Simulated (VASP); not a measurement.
# NaH (P6_3/mmc) in VASP: notebook, part 2 of 2

VASP 6.6.1.

## (3) Single point, r2SCAN

POSCAR

```
NaH
1.0
    3.9533072915      0.0000000000      0.0000000000
   -1.9766536457      3.4236645434      0.0000000000
    0.0000000000      0.0000000000      4.8283237918
Na H
2 2
Direct
    0.3333333333      0.6666666667      0.2500000000
    0.6666666667      0.3333333333      0.7500000000
    0.6666666667      0.3333333333      0.2500000000
    0.3333333333      0.6666666667      0.7500000000
```

INCAR.step1

```
SYSTEM = NaH
PREC = Accurate ; ENCUT = 520
ISMEAR = 0 ; SIGMA = 0.01
LREAL = .False. ; LASPH = .True.
NELM = 60 ; NBANDS = 16
GGA = PE ; ALGO = Normal
EDIFF = 1E-4 ; LWAVE = .True.
LCHARG = .False.
```

INCAR.step2

```
SYSTEM = NaH
PREC = Accurate ; ENCUT = 520
EDIFF = 1E-6 ; ISMEAR = 0
SIGMA = 0.01 ; LREAL = .False.
LASPH = .True. ; NELM = 60
ALGO = Normal ; ISIF = 2
LWAVE = .False. ; LCHARG = .False.
METAGGA = R2SCAN ; LMIXTAU = .True.
NBANDS = 16 ; ISTART = 1
```

KPOINTS

```
Automatic mesh
0
Gamma
  6 6 4
  0 0 0
```

Potentials or basis: VASP PAW PBE potentials, release 64 (Na_pv, H).

Command:

```
$ cat potpaw_PBE.64/Na_pv/POTCAR potpaw_PBE.64/H/POTCAR > POTCAR
$ cp INCAR.step1 INCAR
$ mpirun -np 1 vasp_std > vasp.out
$ cp INCAR.step2 INCAR
$ mpirun -np 1 vasp_std > vasp.out
```

OUTCAR:

```text
SYSTEM = NaH
   PREC = Accurate
   ENCUT = 520
   EDIFF = 1E-6
   ISMEAR = 0
   LREAL = .False.
   LASPH = .True.
   NELM = 60
   ISIF = 2
   METAGGA = R2SCAN
   ISTART = 1

 ion  position               nearest neighbor table
   1  0.333  0.667  0.250-
   2  0.667  0.333  0.750-
   3  0.667  0.333  0.250-
   4  0.333  0.667  0.750-

  LATTYP: Found a hexagonal cell.
 ALAT       =     3.9533072915
 C/A-ratio  =     1.2213378409

  Lattice vectors:

 A1 = (   3.9533072915,   0.0000000000,   0.0000000000)
 A2 = (  -1.9766536457,   3.4236645434,   0.0000000000)
 A3 = (   0.0000000000,   0.0000000000,   4.8283237918)

Analysis of symmetry for initial positions (statically):
=====================================================================
 Subroutine PRICEL returns:
 Original cell was already a primitive cell.

 Routine SETGRP: Setting up the symmetry group for a
 hexagonal supercell.

 Subroutine GETGRP returns: Found 24 space group operations
 (whereof 12 operations were pure point group operations)
 out of a pool of 24 trial point group operations.

The static configuration has the point symmetry D_3d.
 The point group associated with its full space group is D_6h.

Analysis of symmetry for dynamics (positions and initial velocities):
=====================================================================
 Subroutine PRICEL returns:
 Original cell was already a primitive cell.

 Routine SETGRP: Setting up the symmetry group for a
 hexagonal supercell.

 Subroutine GETGRP returns: Found 24 space group operations
 (whereof 12 operations were pure point group operations)
[... 117 lines left out ...]
   EFERMI =   0.00;   METHOD = LEGACY
   ISMEAR =     0;   SIGMA  =   0.01  broadening in eV -4-tet -1-fermi 0-gaus
   EFERMI_NEDOS =   21; number of points for ismear=-14 and -15
   IALGO  =     38    algorithm
   IMIX   =      4    mixing-type and parameters
     AMIX     =   0.40;   BMIX     =  1.00
     AMIX_MAG =   1.60;   BMIX_MAG =  1.00
  volume/ion in A,a.u.               =      16.34       110.25
  Fermi-wavevector in a.u.,A,eV,Ry     =   1.024154  1.935371 14.271045  1.048892
  Thomas-Fermi vector in A             =   2.157926
   LORBIT       =      0    0 simple, 1 ext, 2 COOP (PROOUT), +10 PAW based schemes
   METAGGA = R2SCAN    functional components
   LHFCALC =     F    Hartree Fock is set to
   AEXX    =    0.0000 exact exchange contribution
   IVDW    =     0    specifies the selected vdW correction
   LEPSILON=     F    determine dielectric tensor
   LRPA    =     F    only Hartree local field effects (RPA)
 non-spin polarized calculation
 Gauss-broadening in eV      SIGMA  =   0.01
  energy-cutoff  :      520.00
  volume of cell :       65.35
 maximum number of plane-waves:      1794
 NGX is ok and might be reduce to    30
   NGX = 15   NGY = 15   NGZ = 17

 number of electron      16.0000017 magnetization

 Free energy of the ion-electron system (eV)
  ---------------------------------------------------
  ext. energy  EPLUGINS =         0.00000000
  ---------------------------------------------------
  free energy    TOTEN  =       -15.05387480 eV

  energy without entropy =      -15.05387480  energy(sigma->0) =      -15.05387480

 E-fermi :  -1.6510     XC(G=0):  -7.4666

 val. band max:       -1.7538365668   @ k =   0.1667   0.0000   0.0000
 cond. band min:       1.9247999345   @ k =   0.3333   0.3333   0.0000
 fundamental gap:      3.6786365013
 Fermi energy:        -1.6510266176

 k-point     1 :       0.0000    0.0000    0.0000
  band No.  band energies     occupation
      1     -24.8400      2.00000
      2     -24.8026      2.00000
      3     -24.8023      2.00000
      4     -24.7761      2.00000
      5     -24.7757      2.00000
      6     -24.7586      2.00000
[... 376 lines left out ...]
      3     -24.8000      2.00000
      4     -24.8000      2.00000
      5     -24.7653      2.00000
      6     -24.7653      2.00000
[... 8 lines left out ...]
     15      13.3874      0.00000
     16      13.3874      0.00000

------------------------ aborting loop because EDIFF is reached ----------------------------------------

  FORCE on cell =-STRESS in cart. coord.  units (eV):
  Direction    XX          YY          ZZ          XY          YZ          ZX
  --------------------------------------------------------------------------------------
  -------------------------------------------------------------------------------------
  Total       -0.0490945     -0.0490945     -0.1150827     -0.0000000     -0.0000000      0.0000000
  in kB       -1.2036358     -1.2036358     -2.8214504     -0.0000000     -0.0000000      0.0000000
  external PRESSURE =      -1.7429073 kB  Pullay stress =       0.0000000 kB

 VOLUME and BASIS-vectors are now :
 -----------------------------------------------------------------------------
  energy-cutoff  :      520.00
  volume of cell :       65.35
      direct lattice vectors                 reciprocal lattice vectors
     3.953307291  0.000000000  0.000000000     0.252952762  0.146042345  0.000000000
    -1.976653646  3.423664543  0.000000000     0.000000000  0.292084691  0.000000000
     0.000000000  0.000000000  4.828323792     0.000000000  0.000000000  0.207111214

 POSITION                                       TOTAL-FORCE (eV/Angst)
 -----------------------------------------------------------------------------------
     -0.00000      2.28244      1.20708        -0.000000      0.000000      0.000000
      1.97665      1.14122      3.62124         0.000000     -0.000000      0.000000
      1.97665      1.14122      1.20708        -0.000000     -0.000000      0.000000
     -0.00000      2.28244      3.62124        -0.000000     -0.000000      0.000000
 -----------------------------------------------------------------------------------
    total drift:                               -0.000000     -0.000000      0.000000

  FREE ENERGIE OF THE ION-ELECTRON SYSTEM (eV)
  ---------------------------------------------------
  free  energy   TOTEN  =       -15.0538748032 eV

  energy  without entropy=      -15.0538748032  energy(sigma->0) =      -15.05387480
```

Wall time 66 s (1 thread of Intel Xeon Platinum 8488C (Sapphire Rapids), shared host); peak memory 0.18 GiB.

What came out:

```
Free energy            : -15.0539 eV
Pressure               : -0.2 GPa
Band gap on the k mesh : 3.68 eV, indirect (least direct gap 4.57 eV)
```

Stress tensor (GPa, compression positive):
```
-0.12  0.00  0.00
 0.00 -0.12  0.00
 0.00  0.00 -0.28
```

Caveat: the PAW data sets were made with another functional, which shifts forces and pressure a little. r2SCAN opens gaps a little over a GGA but as a rule still falls short of measured ones.

## (4) Single point, HSE06

POSCAR is that of step 3.

INCAR.step1

```
SYSTEM = NaH
  PREC = Accurate
  ENCUT = 520
  EDIFF = 1E-5
  ISMEAR = 0
  SIGMA = 0.01
  LREAL = .False.
  LASPH = .True.
  NELM = 80
  ALGO = Normal
  ISIF = 2
  LWAVE = .True.
  LCHARG = .False.
  GGA = PE
  NBANDS = 16
  LUSENCCL = .False.
```

INCAR.step2

```
SYSTEM = NaH
  PREC = Accurate
  ENCUT = 520
  EDIFF = 1E-6
  ISMEAR = 0
  SIGMA = 0.01
  LREAL = .False.
  LASPH = .True.
  NELM = 80
  ALGO = Normal
  ISIF = 2
  LWAVE = .False.
  LCHARG = .False.
  GGA = PE
  LHFCALC = .True.
  HFSCREEN = 0.2079
  PRECFOCK = Normal
  ISTART = 1
  NBANDS = 16
  LUSENCCL = .False.
```

KPOINTS

```
regular mesh
0
Gamma
  6 6 4
  0 0 0
```

Potentials or basis: VASP PAW PBE potentials, release 64 (Na_pv, H).

Command:

```
$ cat potpaw_PBE.64/Na_pv/POTCAR potpaw_PBE.64/H/POTCAR > POTCAR
$ cp INCAR.step1 INCAR
$ mpirun -np 1 vasp_std > vasp.out
$ cp INCAR.step2 INCAR
$ mpirun -np 1 vasp_std > vasp.out
```

OUTCAR:

```text
SYSTEM = NaH
   PREC = Accurate
   ENCUT = 520
   EDIFF = 1E-6
   ISMEAR = 0
   LREAL = .False.
   LASPH = .True.
   NELM = 80
   ISIF = 2
   GGA = PE
   LHFCALC = .True.
   HFSCREEN = 0.2079
   PRECFOCK = Normal
   ISTART = 1

 ion  position               nearest neighbor table
   1  0.333  0.667  0.250-
   2  0.667  0.333  0.750-
   3  0.667  0.333  0.250-
   4  0.333  0.667  0.750-

  LATTYP: Found a hexagonal cell.
 ALAT       =     3.9533072915
 C/A-ratio  =     1.2213378409

  Lattice vectors:

 A1 = (   3.9533072915,   0.0000000000,   0.0000000000)
 A2 = (  -1.9766536457,   3.4236645434,   0.0000000000)
 A3 = (   0.0000000000,   0.0000000000,   4.8283237918)

Analysis of symmetry for initial positions (statically):
=====================================================================
 Subroutine PRICEL returns:
 Original cell was already a primitive cell.

 Routine SETGRP: Setting up the symmetry group for a
 hexagonal supercell.

 Subroutine GETGRP returns: Found 24 space group operations
 (whereof 12 operations were pure point group operations)
 out of a pool of 24 trial point group operations.

The static configuration has the point symmetry D_3d.
 The point group associated with its full space group is D_6h.

Analysis of symmetry for dynamics (positions and initial velocities):
=====================================================================
 Subroutine PRICEL returns:
 Original cell was already a primitive cell.

 Routine SETGRP: Setting up the symmetry group for a
 hexagonal supercell.

 Subroutine GETGRP returns: Found 24 space group operations
 (whereof 12 operations were pure point group operations)
 out of a pool of 24 trial point group operations.

The dynamic configuration has the point symmetry D_3d.
 The point group associated with its full space group is D_6h.

 Subroutine INISYM returns: Found 24 space group operations
 (whereof 12 operations are pure point group operations),
 and found     1 'primitive' translations

----------------------------------------------------------------------------------------

                                     Primitive cell

  volume of cell :      65.3504

  direct lattice vectors                    reciprocal lattice vectors
     3.953307291  0.000000000  0.000000000     0.252952762  0.146042345 -0.000000000
    -1.976653646  3.423664543  0.000000000     0.000000000  0.292084691  0.000000000
     0.000000000  0.000000000  4.828323792     0.000000000 -0.000000000  0.207111214

  length of vectors
     3.953307291  3.953307291  4.828323792     0.292084691  0.292084691  0.207111214

  position of ions in fractional coordinates (direct lattice)
     0.333333333  0.666666667  0.250000000
     0.666666667  0.333333333  0.750000000
     0.666666667  0.333333333  0.250000000
     0.333333333  0.666666667  0.750000000

[... 35 lines left out ...]
  0.000000  0.000000  0.000000      1.000000
  0.166667  0.000000  0.000000      6.000000
  0.333333  0.000000  0.000000      6.000000
  0.500000  0.000000  0.000000      3.000000
  0.166667  0.166667  0.000000      6.000000
  0.333333  0.166667  0.000000     12.000000
[... 13 lines left out ...]
  0.333333  0.166667  0.500000     12.000000
  0.333333  0.333333  0.500000      2.000000
   k-points           NKPTS =     21   k-points in BZ     NKDIM =    144   number of bands    NBANDS=     16
   number of dos      NEDOS =    301   number of ions     NIONS =      4
   total plane-waves  NPLWV =  32400
   dimension x,y,z NGX =    30 NGY =   30 NGZ =   36
   dimension x,y,z NGXF=    60 NGYF=   60 NGZF=   72
   ions per type =               2   2
   NGX,Y,Z   is equivalent  to a cutoff of  12.62, 12.62, 12.40 a.u.
   NGXF,Y,Z  is equivalent  to a cutoff of  25.23, 25.23, 24.79 a.u.
 SYSTEM =  NaH
   PREC   = accura    normal or accurate (medium, high low for compatibility)
   ISTART =      1    job   : 0-new  1-cont  2-samecut
   ICHARG =      0    charge: 1-file 2-atom 10-const
   ISPIN  =      1    spin polarized calculation?
   LNONCOLLINEAR =      F non collinear calculations
   LSORBIT =      F    spin-orbit coupling
   LASPH  =      T    aspherical Exc in radial PAW
   ENCUT  =  520.0 eV  38.22 Ry    6.18 a.u.   7.35  7.35  8.98*2*pi/ulx,y,z
   NELM   =     80;   NELMIN=  2; NELMDL=  0     # of ELM steps
   EDIFF  = 0.1E-05   stopping-criterion for ELM
   LREAL  =      F    real-space projection
   EDIFFG = 0.1E-04   stopping-criterion for IOM
   NSW    =      0    number of steps for IOM
   IBRION =     -1    ionic relax: 0-MD 1-quasi-New 2-CG
   NFREE  =      0    steps in history (QN), initial steepest desc. (CG)
   ISIF   =      2    stress and relaxation
   ISYM   =      3    0-nonsym 1-usesym 2-fastsym
   POTIM  = 0.5000    time-step for ionic-motion
   TEBEG  =    0.0;   TEEND  =   0.0 temperature during run
   PSTRESS=    0.0 pullay stress
   NELECT =      16.0000    total number of electrons
   NUPDOWN=      -1.0000    fix difference up-down
   EMIN   =  10.00;   EMAX   =-10.00  energy-range for DOS
   EFERMI =   0.00;   METHOD = LEGACY
   ISMEAR =     0;   SIGMA  =   0.01  broadening in eV -4-tet -1-fermi 0-gaus
   EFERMI_NEDOS =   21; number of points for ismear=-14 and -15
   IALGO  =     38    algorithm
   IMIX   =      1    mixing-type and parameters
     AMIX     =   0.40;   BMIX     =  1.00
     AMIX_MAG =   1.60;   BMIX_MAG =  1.00
  volume/ion in A,a.u.               =      16.34       110.25
  Fermi-wavevector in a.u.,A,eV,Ry     =   1.024154  1.935371 14.271045  1.048892
  Thomas-Fermi vector in A             =   2.157926
   LORBIT       =      0    0 simple, 1 ext, 2 COOP (PROOUT), +10 PAW based schemes
   GGA     = PE    functional components
   LHFCALC =     T    Hartree Fock is set to
   PRECFOCK=normal    Normal, Fast or Accurate (Low or Medium for compatibility)
   ENCUT4O =  -1.0   cutoff for four orbital integrals eV
   NKREDX  =     1    reduce k-point grid by
   NKREDY  =     1    reduce k-point grid by
   NKREDZ  =     1    reduce k-point grid by
   AEXX    =    0.2500 exact exchange contribution
   HFSCREEN=    0.2079 screening length (either q_TF or 0.3 A-1)
   HFSCREENC=   0.2079 screening length for correlation (either q_TF or 0.3 A-1)
   ENCUTFOCK=  -1.0 apply spherical cutoff to Coloumb kernel
   IVDW    =     0    specifies the selected vdW correction
   LEPSILON=     F    determine dielectric tensor
   LRPA    =     F    only Hartree local field effects (RPA)
 non-spin polarized calculation
 Gauss-broadening in eV      SIGMA  =   0.01
  energy-cutoff  :      520.00
  volume of cell :       65.35
 maximum number of plane-waves:      1794
 NGX is ok and might be reduce to    30
  NGX = 24; NGY = 24; NGZ = 28

 number of electron      16.0000017 magnetization

 Free energy of the ion-electron system (eV)
  ---------------------------------------------------
  ext. energy  EPLUGINS =         0.00000000
  ---------------------------------------------------
  free energy    TOTEN  =       -11.41302071 eV

  energy without entropy =      -11.41302071  energy(sigma->0) =      -11.41302071

 E-fermi :  -2.0187     XC(G=0):  -5.9814

 val. band max:       -2.1418306996   @ k =   0.1667   0.0000   0.0000
 cond. band min:       2.1185901380   @ k =   0.3333   0.3333   0.0000
 fundamental gap:      4.2604208376
 Fermi energy:        -2.0187088185

 k-point     1 :       0.0000    0.0000    0.0000
  band No.  band energies     occupation
      1     -26.7377      2.00000
      2     -26.7025      2.00000
      3     -26.7025      2.00000
      4     -26.6766      2.00000
      5     -26.6766      2.00000
      6     -26.6579      2.00000
[... 376 lines left out ...]
      3     -26.6994      2.00000
      4     -26.6994      2.00000
      5     -26.6650      2.00000
      6     -26.6650      2.00000
[... 8 lines left out ...]
     15      13.8702      0.00000
     16      13.8702      0.00000

------------------------ aborting loop because EDIFF is reached ----------------------------------------

  FORCE on cell =-STRESS in cart. coord.  units (eV):
  Direction    XX          YY          ZZ          XY          YZ          ZX
  --------------------------------------------------------------------------------------
  -------------------------------------------------------------------------------------
  Total        0.0447733      0.0447733      0.0517015      0.0000000     -0.0000000      0.0000000
  in kB        1.0976937      1.0976937      1.2675523      0.0000000     -0.0000000      0.0000000
  external PRESSURE =       1.1543132 kB  Pullay stress =       0.0000000 kB

 VOLUME and BASIS-vectors are now :
 -----------------------------------------------------------------------------
  energy-cutoff  :      520.00
  volume of cell :       65.35
      direct lattice vectors                 reciprocal lattice vectors
     3.953307291  0.000000000  0.000000000     0.252952762  0.146042345 -0.000000000
    -1.976653646  3.423664543  0.000000000     0.000000000  0.292084691  0.000000000
     0.000000000  0.000000000  4.828323792     0.000000000 -0.000000000  0.207111214

 POSITION                                       TOTAL-FORCE (eV/Angst)
 -----------------------------------------------------------------------------------
     -0.00000      2.28244      1.20708         0.000000      0.000000      0.000000
      1.97665      1.14122      3.62124        -0.000000      0.000000     -0.000000
      1.97665      1.14122      1.20708        -0.000000     -0.000000      0.000000
     -0.00000      2.28244      3.62124        -0.000000     -0.000000      0.000000
 -----------------------------------------------------------------------------------
    total drift:                                0.000000      0.000000     -0.000000

  FREE ENERGIE OF THE ION-ELECTRON SYSTEM (eV)
  ---------------------------------------------------
  free  energy   TOTEN  =       -11.4130207085 eV

  energy  without entropy=      -11.4130207085  energy(sigma->0) =      -11.41302071
```

Run time: 29 min. Hardware: 1 × NVIDIA H100 80GB with 1 thread of AMD EPYC 7R13 (Zen 3), shared host; peak memory 1.3 GiB.

Results:

* Free energy: -11.4130 eV
* Pressure: 0.1 GPa
* Band gap on the k mesh: 4.26 eV, indirect (least direct gap 5.25 eV)

Levels at points of the mesh, in eV from the valence-band top:
```tsv
k point	band 5	band 6	band 7	band 8	band 9	band 10	band 11	band 12
(0.00, 0.00, 0.00)	-24.53	-24.52	-3.63	-0.01	5.93	9.18	11.59	11.59
(0.50, 0.00, 0.00)	-24.54	-24.53	-1.65	-0.64	4.83	8.72	8.81	9.01
(0.00, 0.00, 0.50)	-24.55	-24.55	-2.18	-2.18	8.12	8.12	12.36	12.36
(0.50, 0.00, 0.50)	-24.53	-24.53	-0.91	-0.91	4.96	4.96	9.73	9.73
```

Caveat: the PAW data sets were made with another functional, which shifts forces and pressure a little.

## (5) Summary

| level | potentials or basis | grid for exact exchange (PRECFOCK) | screening parameter | gap on the mesh (eV) | pressure (GPa) |
| --- | --- | --- | --- | --- | --- |
| LDA | VASP PAW LDA potentials, release 64 (Na_pv, H) | - | - | 2.98 | -1.4 |
| r2SCAN | VASP PAW PBE potentials, release 64 (Na_pv, H) | - | - | 3.68 | -0.2 |
| HSE06 | VASP PAW PBE potentials, release 64 (Na_pv, H) | Normal | 0.2079 1/Å | 4.26 | 0.1 |

Alike in all rows: task single point; no spin polarisation; cell as given; k mesh 6 × 6 × 4; cutoff (eV) 520; smearing gaussian 0.01 eV.

Caveats: the PAW data sets were made with another functional, which shifts forces and pressure a little (some runs).

Absolute energies hang on the potentials; compare differences alone.
